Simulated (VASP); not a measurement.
# TiAl (Pm-3m) in VASP: settings compared, part 2 of 3

VASP 6.6.1.

## (3) Single point, PBEsol (volume scaled by 0.98)

Contents of INCAR:

```
  ALGO = Normal
  EDIFF = 1E-6
  ENCUT = 520
  GGA = PS
  ISIF = 2
  ISMEAR = -1
  LASPH = True
  LCHARG = False
  LREAL = False
  LWAVE = False
  NBANDS = 14
  NELM = 80
  PREC = Accurate
  SIGMA = 0.05
```

Contents of KPOINTS:

```
k-points
0
Gamma
  8 8 8
```

Contents of POSCAR:

```
TiAl
1.0
    3.1577273571      0.0000000000      0.0000000000
    0.0000000000      3.1577273571      0.0000000000
    0.0000000000      0.0000000000      3.1577273571
Ti Al
1 1
Direct
    0.0000000000      0.0000000000      0.0000000000
    0.5000000000      0.5000000000      0.5000000000
```

Potentials or basis: VASP PAW PBE potentials, release 64 (Ti_sv, Al).

On the command line:

```bash
$ cat potpaw_PBE.64/Ti_sv/POTCAR potpaw_PBE.64/Al/POTCAR > POTCAR
$ mpirun -np 1 vasp_std > vasp.out
```

OUTCAR:

```text
EDIFF = 1E-6
   ENCUT = 520
   GGA = PS
   ISIF = 2
   ISMEAR = -1
   LASPH = True
   LREAL = False
   NELM = 80
   PREC = Accurate

 ion  position               nearest neighbor table
   1  0.000  0.000  0.000-   2 2.73   2 2.73   2 2.73   2 2.73   2 2.73   2 2.73   2 2.73   2 2.73

   2  0.500  0.500  0.500-   1 2.73   1 2.73   1 2.73   1 2.73   1 2.73   1 2.73   1 2.73   1 2.73

  LATTYP: Found a simple cubic cell.
 ALAT       =     3.1577273571

  Lattice vectors:

 A1 = (   3.1577273571,   0.0000000000,   0.0000000000)
 A2 = (   0.0000000000,   3.1577273571,   0.0000000000)
 A3 = (   0.0000000000,   0.0000000000,   3.1577273571)

Analysis of symmetry for initial positions (statically):
=====================================================================
 Subroutine PRICEL returns:
 Original cell was already a primitive cell.

 Routine SETGRP: Setting up the symmetry group for a
 simple cubic supercell.

 Subroutine GETGRP returns: Found 48 space group operations
 (whereof 48 operations were pure point group operations)
 out of a pool of 48 trial point group operations.

The static configuration has the point symmetry O_h .

Analysis of symmetry for dynamics (positions and initial velocities):
=====================================================================
 Subroutine PRICEL returns:
 Original cell was already a primitive cell.

 Routine SETGRP: Setting up the symmetry group for a
 simple cubic supercell.

 Subroutine GETGRP returns: Found 48 space group operations
 (whereof 48 operations were pure point group operations)
 out of a pool of 48 trial point group operations.

The dynamic configuration has the point symmetry O_h .

 Subroutine INISYM returns: Found 48 space group operations
 (whereof 48 operations are pure point group operations),
 and found     1 'primitive' translations

----------------------------------------------------------------------------------------

                                     Primitive cell

  volume of cell :      31.4865

  direct lattice vectors                    reciprocal lattice vectors
     3.157727357  0.000000000  0.000000000     0.316683452  0.000000000  0.000000000
     0.000000000  3.157727357  0.000000000     0.000000000  0.316683452  0.000000000
     0.000000000  0.000000000  3.157727357     0.000000000  0.000000000  0.316683452

  length of vectors
     3.157727357  3.157727357  3.157727357     0.316683452  0.316683452  0.316683452

  position of ions in fractional coordinates (direct lattice)
     0.000000000  0.000000000  0.000000000
     0.500000000  0.500000000  0.500000000

  ion indices of the primitive-cell ions
   primitive index   ion index
                 1           1
                 2           2

----------------------------------------------------------------------------------------

 KPOINTS: k-points

Automatic generation of k-mesh.
 Grid dimensions read from file:
 generate k-points for:    8    8    8

 Generating k-lattice:

  Cartesian coordinates                     Fractional coordinates (reciprocal lattice)
     0.039585432  0.000000000  0.000000000     0.125000000  0.000000000  0.000000000
     0.000000000  0.039585432  0.000000000     0.000000000  0.125000000  0.000000000
     0.000000000  0.000000000  0.039585432     0.000000000  0.000000000  0.125000000

  Length of vectors
     0.039585432  0.039585432  0.039585432

  Shift w.r.t. Gamma in fractional coordinates (k-lattice)
     0.000000000  0.000000000  0.000000000

 Subroutine IBZKPT returns following result:
 ===========================================

 Found     35 irreducible k-points:

 Following reciprocal coordinates:
            Coordinates               Weight
  0.000000  0.000000  0.000000      1.000000
  0.125000  0.000000  0.000000      6.000000
  0.250000  0.000000  0.000000      6.000000
  0.375000  0.000000  0.000000      6.000000
  0.500000  0.000000  0.000000      3.000000
  0.125000  0.125000  0.000000     12.000000
[... 16 lines left out ...]
  0.375000  0.375000  0.125000     24.000000
  0.500000  0.375000  0.125000     24.000000
 [... further k-points ...]
   k-points           NKPTS =     35   k-points in BZ     NKDIM =     35   number of bands    NBANDS=     14
   number of dos      NEDOS =    301   number of ions     NIONS =      2
   total plane-waves  NPLWV =  13824
   dimension x,y,z NGX =    24 NGY =   24 NGZ =   24
   dimension x,y,z NGXF=    48 NGYF=   48 NGZF=   48
   ions per type =               1   1
   NGX,Y,Z   is equivalent  to a cutoff of  12.64, 12.64, 12.64 a.u.
   NGXF,Y,Z  is equivalent  to a cutoff of  25.27, 25.27, 25.27 a.u.
 SYSTEM =  unknown system
   PREC   = accura    normal or accurate (medium, high low for compatibility)
   ISTART =      0    job   : 0-new  1-cont  2-samecut
   ICHARG =      2    charge: 1-file 2-atom 10-const
   ISPIN  =      1    spin polarized calculation?
   LNONCOLLINEAR =      F non collinear calculations
   LSORBIT =      F    spin-orbit coupling
   LASPH  =      T    aspherical Exc in radial PAW
   ENCUT  =  520.0 eV  38.22 Ry    6.18 a.u.   5.87  5.87  5.87*2*pi/ulx,y,z
   NELM   =     80;   NELMIN=  2; NELMDL= -5     # of ELM steps
   EDIFF  = 0.1E-05   stopping-criterion for ELM
   LREAL  =      F    real-space projection
   EDIFFG = 0.1E-04   stopping-criterion for IOM
   NSW    =      0    number of steps for IOM
   IBRION =     -1    ionic relax: 0-MD 1-quasi-New 2-CG
   NFREE  =      0    steps in history (QN), initial steepest desc. (CG)
   ISIF   =      2    stress and relaxation
   ISYM   =      2    0-nonsym 1-usesym 2-fastsym
   POTIM  = 0.5000    time-step for ionic-motion
   TEBEG  =    0.0;   TEEND  =   0.0 temperature during run
   PSTRESS=    0.0 pullay stress
   NELECT =      15.0000    total number of electrons
   NUPDOWN=      -1.0000    fix difference up-down
   EMIN   =  10.00;   EMAX   =-10.00  energy-range for DOS
   EFERMI =   0.00;   METHOD = LEGACY
   ISMEAR =    -1;   SIGMA  =   0.05  broadening in eV -4-tet -1-fermi 0-gaus
   EFERMI_NEDOS =   21; number of points for ismear=-14 and -15
   IALGO  =     38    algorithm
   IMIX   =      4    mixing-type and parameters
     AMIX     =   0.40;   BMIX     =  1.00
     AMIX_MAG =   1.60;   BMIX_MAG =  1.00
  volume/ion in A,a.u.               =      15.74       106.24
  Fermi-wavevector in a.u.,A,eV,Ry     =   1.278588  2.416181 22.242631  1.634787
  Thomas-Fermi vector in A             =   2.411122
   LORBIT       =      0    0 simple, 1 ext, 2 COOP (PROOUT), +10 PAW based schemes
   GGA     = PS    functional components
   LHFCALC =     F    Hartree Fock is set to
   AEXX    =    0.0000 exact exchange contribution
   IVDW    =     0    specifies the selected vdW correction
   LEPSILON=     F    determine dielectric tensor
   LRPA    =     F    only Hartree local field effects (RPA)
 non-spin polarized calculation
  energy-cutoff  :      520.00
  volume of cell :       31.49
 maximum number of plane-waves:       876
 NGX is ok and might be reduce to    24
   NGX = 11   NGY = 11   NGZ = 11

 number of electron      14.9999993 magnetization

 Free energy of the ion-electron system (eV)
  ---------------------------------------------------
  ext. energy  EPLUGINS =         0.00000000
  ---------------------------------------------------
  free energy    TOTEN  =       -12.97330372 eV

  energy without entropy =      -12.95054574  energy(sigma->0) =      -12.96192473

 E-fermi :   8.8855     XC(G=0): -11.2776

 val. band max:        8.8522251894   @ k =   0.3750   0.1250   0.1250
 cond. band min:       8.8929457393   @ k =   0.3750   0.3750   0.2500
 fundamental gap:      0.0407205499
 Fermi energy:         8.8855464323

 k-point     1 :       0.0000    0.0000    0.0000
  band No.  band energies     occupation
      1     -47.7333      2.00000
      2     -24.0333      2.00000
      3     -24.0333      2.00000
      4     -24.0333      2.00000
      5      -0.4565      2.00000
      6       7.4068      2.00000
      7       7.4068      2.00000
      8      10.7246      0.00000
      9      10.7246      0.00000
     10      10.7246      0.00000
     11      13.4060      0.00000
     12      13.4060      0.00000
     13      13.4060      0.00000
     14      17.8510      0.00000
[... 375 lines left out ...]
 k-point    24 :       0.5000    0.3750    0.1250
  band No.  band energies     occupation
      1     -47.7006      2.00000
      2     -24.1940      2.00000
      3     -24.1646      2.00000
      4     -24.0279      2.00000
      5       3.8026      2.00000
      6       5.8594      2.00000
      7       6.9116      2.00000
      8       8.2976      1.99998
      9       9.7946      0.00000
     10       9.8149      0.00000
     11      11.8338      0.00000
     12      13.7310      0.00000
     13      14.1130      0.00000
     14      16.4656      0.00000

 [... further k-points ...]
[... 5 lines left out ...]
  --------------------------------------------------------------------------------------
  -------------------------------------------------------------------------------------
  Total       -0.0139852     -0.0139852     -0.0139852     -0.0000000     -0.0000000      0.0000000
  in kB       -0.7116326     -0.7116326     -0.7116326     -0.0000000     -0.0000000      0.0000000
  external PRESSURE =      -0.7116326 kB  Pullay stress =       0.0000000 kB

 VOLUME and BASIS-vectors are now :
 -----------------------------------------------------------------------------
  energy-cutoff  :      520.00
  volume of cell :       31.49
      direct lattice vectors                 reciprocal lattice vectors
     3.157727357  0.000000000  0.000000000     0.316683452  0.000000000  0.000000000
     0.000000000  3.157727357  0.000000000     0.000000000  0.316683452  0.000000000
     0.000000000  0.000000000  3.157727357     0.000000000  0.000000000  0.316683452

 POSITION                                       TOTAL-FORCE (eV/Angst)
 -----------------------------------------------------------------------------------
      0.00000      0.00000      0.00000         0.000000      0.000000      0.000000
      1.57886      1.57886      1.57886         0.000000      0.000000      0.000000
 -----------------------------------------------------------------------------------
    total drift:                                0.000000      0.000000      0.000000

  FREE ENERGIE OF THE ION-ELECTRON SYSTEM (eV)
  ---------------------------------------------------
  free  energy   TOTEN  =       -12.9733037201 eV

  energy  without entropy=      -12.9505457408  energy(sigma->0) =      -12.96192473
```

It took 3.9 s on 1 thread of Intel Xeon 6975P-C (Granite Rapids), shared host; peak memory 0.14 GiB.

Results:

```
Free energy : -12.9733 eV
Pressure    : -0.1 GPa
```

Caveat: the cell differs from its parent crystal (volume scaled by 0.98); the PAW data sets were made with another functional, which shifts forces and pressure a little.

## (4) Single point, LDA

This run uses another cell than the first one, of 16.06 Å³/atom, 1.042 times its volume.

Contents of INCAR:

```
SYSTEM = TiAl
PREC = Accurate ; ENCUT = 520
EDIFF = 1E-7 ; ISMEAR = -1
SIGMA = 0.05 ; LREAL = .FALSE.
LASPH = .TRUE. ; NELM = 100
ALGO = Normal ; ISIF = 2
LWAVE = .FALSE. ; LCHARG = .TRUE.
GGA = CA ; LELF = .TRUE.
LVHAR = .TRUE. ; NBANDS = 14
```

Contents of KPOINTS:

```
Automatic mesh
0
G
  8 8 8
  0 0 0
```

Contents of POSCAR:

```
TiAl
1.0
    3.1790640000      0.0000000000      0.0000000000
    0.0000000000      3.1790640000      0.0000000000
    0.0000000000      0.0000000000      3.1790640000
Ti Al
1 1
Direct
    0.0000000000      0.0000000000      0.0000000000
    0.5000000000      0.5000000000      0.5000000000
```

Potentials or basis: VASP PAW LDA potentials, release 64 (Ti_sv, Al).

On the command line:

```bash
$ cat potpaw_LDA.64/Ti_sv/POTCAR potpaw_LDA.64/Al/POTCAR > POTCAR
$ mpirun -np 1 vasp_std > vasp.out
```

OUTCAR:

```text
SYSTEM = TiAl
   PREC = Accurate
   ENCUT = 520
   EDIFF = 1E-7
   ISMEAR = -1
   LREAL = .FALSE.
   LASPH = .TRUE.
   NELM = 100
   ISIF = 2
   GGA = CA

 ion  position               nearest neighbor table
   1  0.000  0.000  0.000-   2 2.75   2 2.75   2 2.75   2 2.75   2 2.75   2 2.75   2 2.75   2 2.75

   2  0.500  0.500  0.500-   1 2.75   1 2.75   1 2.75   1 2.75   1 2.75   1 2.75   1 2.75   1 2.75

  LATTYP: Found a simple cubic cell.
 ALAT       =     3.1790640000

  Lattice vectors:

 A1 = (   3.1790640000,   0.0000000000,   0.0000000000)
 A2 = (   0.0000000000,   3.1790640000,   0.0000000000)
 A3 = (   0.0000000000,   0.0000000000,   3.1790640000)

Analysis of symmetry for initial positions (statically):
=====================================================================
 Subroutine PRICEL returns:
 Original cell was already a primitive cell.

 Routine SETGRP: Setting up the symmetry group for a
 simple cubic supercell.

 Subroutine GETGRP returns: Found 48 space group operations
 (whereof 48 operations were pure point group operations)
 out of a pool of 48 trial point group operations.

The static configuration has the point symmetry O_h .

Analysis of symmetry for dynamics (positions and initial velocities):
=====================================================================
 Subroutine PRICEL returns:
 Original cell was already a primitive cell.

 Routine SETGRP: Setting up the symmetry group for a
 simple cubic supercell.

 Subroutine GETGRP returns: Found 48 space group operations
 (whereof 48 operations were pure point group operations)
 out of a pool of 48 trial point group operations.

The dynamic configuration has the point symmetry O_h .

 Subroutine INISYM returns: Found 48 space group operations
 (whereof 48 operations are pure point group operations),
 and found     1 'primitive' translations

----------------------------------------------------------------------------------------

[... 116 lines left out ...]
   LORBIT       =      0    0 simple, 1 ext, 2 COOP (PROOUT), +10 PAW based schemes
   GGA     = CA    functional components
   LHFCALC =     F    Hartree Fock is set to
   AEXX    =    0.0000 exact exchange contribution
   IVDW    =     0    specifies the selected vdW correction
   LEPSILON=     F    determine dielectric tensor
   LRPA    =     F    only Hartree local field effects (RPA)
 non-spin polarized calculation
  energy-cutoff  :      520.00
  volume of cell :       32.13
 maximum number of plane-waves:       912
 NGX is ok and might be reduce to    24
   NGX = 11   NGY = 11   NGZ = 11

 number of electron      14.9999994 magnetization

 Free energy of the ion-electron system (eV)
  ---------------------------------------------------
  ext. energy  EPLUGINS =         0.00000000
  ---------------------------------------------------
  free energy    TOTEN  =       -13.27459014 eV

  energy without entropy =      -13.25054870  energy(sigma->0) =      -13.26256942

 E-fermi :   8.5245     XC(G=0): -11.3151

 val. band max:        8.4851740825   @ k =   0.3750   0.2500   0.1250
 cond. band min:       8.5376316338   @ k =   0.3750   0.3750   0.2500
 fundamental gap:      0.0524575513
 Fermi energy:         8.5244784578

 k-point     1 :       0.0000    0.0000    0.0000
  band No.  band energies     occupation
      1     -47.6661      2.00000
      2     -24.2512      2.00000
      3     -24.2512      2.00000
      4     -24.2512      2.00000
      5      -0.6711      2.00000
      6       7.1115      2.00000
      7       7.1115      2.00000
      8      10.2751      0.00000
      9      10.2751      0.00000
     10      10.2751      0.00000
     11      12.9413      0.00000
     12      12.9413      0.00000
     13      12.9413      0.00000
     14      17.4301      0.00000
[... 377 lines left out ...]
      1     -47.6351      2.00000
      2     -24.4034      2.00000
      3     -24.3756      2.00000
      4     -24.2462      2.00000
      5       3.4955      2.00000
      6       5.5827      2.00000
      7       6.6079      2.00000
      8       7.9691      1.99997
      9       9.4006      0.00000
     10       9.4185      0.00000
     11      11.3772      0.00000
     12      13.1384      0.00000
     13      13.6412      0.00000
     14      15.9183      0.00000

 [... further k-points ...]
[... 5 lines left out ...]
  --------------------------------------------------------------------------------------
  -------------------------------------------------------------------------------------
  Total       -1.1376028     -1.1376028     -1.1376028     -0.0000000     -0.0000000      0.0000000
  in kB      -56.7287759    -56.7287759    -56.7287759     -0.0000000     -0.0000000      0.0000000
  external PRESSURE =     -56.7287759 kB  Pullay stress =       0.0000000 kB

 VOLUME and BASIS-vectors are now :
 -----------------------------------------------------------------------------
  energy-cutoff  :      520.00
  volume of cell :       32.13
      direct lattice vectors                 reciprocal lattice vectors
     3.179064000  0.000000000  0.000000000     0.314557996  0.000000000  0.000000000
     0.000000000  3.179064000  0.000000000     0.000000000  0.314557996  0.000000000
     0.000000000  0.000000000  3.179064000     0.000000000  0.000000000  0.314557996

 POSITION                                       TOTAL-FORCE (eV/Angst)
 -----------------------------------------------------------------------------------
      0.00000      0.00000      0.00000         0.000000      0.000000      0.000000
      1.58953      1.58953      1.58953         0.000000      0.000000      0.000000
 -----------------------------------------------------------------------------------
    total drift:                                0.000000      0.000000      0.000000

  FREE ENERGIE OF THE ION-ELECTRON SYSTEM (eV)
  ---------------------------------------------------
  free  energy   TOTEN  =       -13.2745901415 eV

  energy  without entropy=      -13.2505486961  energy(sigma->0) =      -13.26256942
```

OSZICAR:

```text
N       E                     dE             d eps       ncg     rms          rms(c)
DAV:   1     0.996970044781E+02    0.99697E+02   -0.71862E+03   986   0.107E+03
DAV:   2    -0.928785690924E+01   -0.10898E+03   -0.10507E+03  1040   0.302E+02
DAV:   3    -0.147295119981E+02   -0.54417E+01   -0.52798E+01  1412   0.650E+01
DAV:   4    -0.149067994734E+02   -0.17729E+00   -0.17676E+00  1162   0.103E+01
DAV:   5    -0.149129871474E+02   -0.61877E-02   -0.61873E-02  1388   0.181E+00    0.960E+00
DAV:   6    -0.133820013869E+02    0.15310E+01   -0.51202E+00  1116   0.305E+01    0.284E+00
DAV:   7    -0.132915707778E+02    0.90431E-01   -0.48835E-01  1102   0.933E+00    0.171E+00
DAV:   8    -0.132775683844E+02    0.14002E-01   -0.57352E-02  1312   0.220E+00    0.579E-01
DAV:   9    -0.132744670613E+02    0.31013E-02   -0.96571E-03  1136   0.131E+00    0.163E-01
DAV:  10    -0.132745908540E+02   -0.12379E-03   -0.38877E-04  1132   0.212E-01    0.249E-02
DAV:  11    -0.132745914026E+02   -0.54864E-06   -0.91896E-05  1408   0.827E-02    0.126E-02
DAV:  12    -0.132745905056E+02    0.89703E-06   -0.20730E-06  1076   0.165E-02    0.594E-03
DAV:  13    -0.132745901438E+02    0.36175E-06   -0.67333E-07  1398   0.564E-03    0.727E-04
DAV:  14    -0.132745901415E+02    0.23040E-08   -0.29687E-08   602   0.180E-03
   1 F= -.13274590E+02 E0= -.13262569E+02  d E =-.240414E-01
```

stdout:

```text
POSCAR found type information on POSCAR TiAl
 POSCAR found :  2 types and       2 ions
 scaLAPACK will be used
 LDA part: xc-table for (Slater(with rela. corr.)+CA(PZ))
 , standard interpolation
 POSCAR, INCAR and KPOINTS ok, starting setup
 FFT: planning ... GRIDC
 FFT: planning ... GRID_SOFT
 FFT: planning ... GRID
 WAVECAR not read
 entering main loop
```

It took 4.1 s on 1 thread of Intel Xeon 6975P-C (Granite Rapids), shared host; peak memory 0.13 GiB.

Results:

```yaml
Free_energy: -13.2746 eV
Pressure: -5.7 GPa
```

Levels at points of the mesh, in eV from the Fermi level:
```
           k point  band 3  band 4  band 5  band 6  band 7  band 8  band 9  band 10  band 11  band 12
(0.00, 0.00, 0.00)  -32.78  -32.78   -9.20   -1.41   -1.41    1.75    1.75     1.75     4.42     4.42
(0.50, 0.00, 0.00)  -32.76  -32.76   -5.97   -5.12   -0.54    0.11    0.11     1.95     2.99     6.62
(0.50, 0.50, 0.00)  -32.93  -32.74   -5.01   -2.01   -2.01   -1.44    0.67     0.67     2.74     4.71
(0.50, 0.50, 0.50)  -32.91  -32.91   -3.08   -3.08   -3.08    0.57    2.80     2.80     3.00     3.00
```

(Continued in part 3 of 3.)
